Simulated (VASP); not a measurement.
**ReSb: single point with PBEsol**

Crystal: ReSb.

```xyz
2
Lattice="0.0000 2.9553 2.9553 2.9553 0.0000 2.9553 2.9553 2.9553 0.0000" Properties=species:S:1:pos:R:3 pbc="T T T"
Re    0.0000    0.0000    0.0000
Sb    1.4777    1.4777    1.4777
```

This cell differs from its parent crystal: volume scaled by 0.980.

| Quantity | Value |
| --- | --- |
| Program | VASP 6.6.1 |
| Task | single point |
| Functional | PBEsol |
| Potentials or basis | VASP PAW PBE potentials, release 64 (Re, Sb) |
| Cutoff | 520 eV |
| k mesh | 10 × 10 × 10 |
| Occupations | gaussian, width 0.05 eV |
| Spin | no spin polarisation |
| Dipole correction | no |
| Further INCAR settings | ALGO = Normal; EDIFF = 1e-06; NBANDS = 13 |

```yaml
Pressure: 2.4 GPa
Band_gap_on_the_k_mesh: zero (band 6 reaches 5.04 eV, above the bottom of band 7 at 4.93 eV)
```

Levels at points of the mesh, in eV from the Fermi level:
| k point | band 4 | band 5 | band 6 | band 7 | band 8 | band 9 |
| --- | --- | --- | --- | --- | --- | --- |
| (0.00, 0.00, 0.00) | -2.97 | -0.31 | -0.31 | 4.05 | 6.41 | 6.41 |
| (0.50, 0.00, 0.00) | -2.62 | -0.08 | -0.08 | -0.06 | 3.49 | 3.49 |
| (0.50, 0.50, 0.00) | -1.65 | -1.03 | -0.19 | 0.10 | 1.02 | 1.02 |

Run time: 27 s on 1 thread of Intel(R) Xeon(R) Platinum 8375C CPU @ 2.90GHz (Ice Lake) (shared host), peak memory 0.19 GiB.

Caveat: the PAW data sets were made with another functional, which shifts forces and pressure a little; spin-orbit coupling is left out, which moves the levels of the heavy elements.
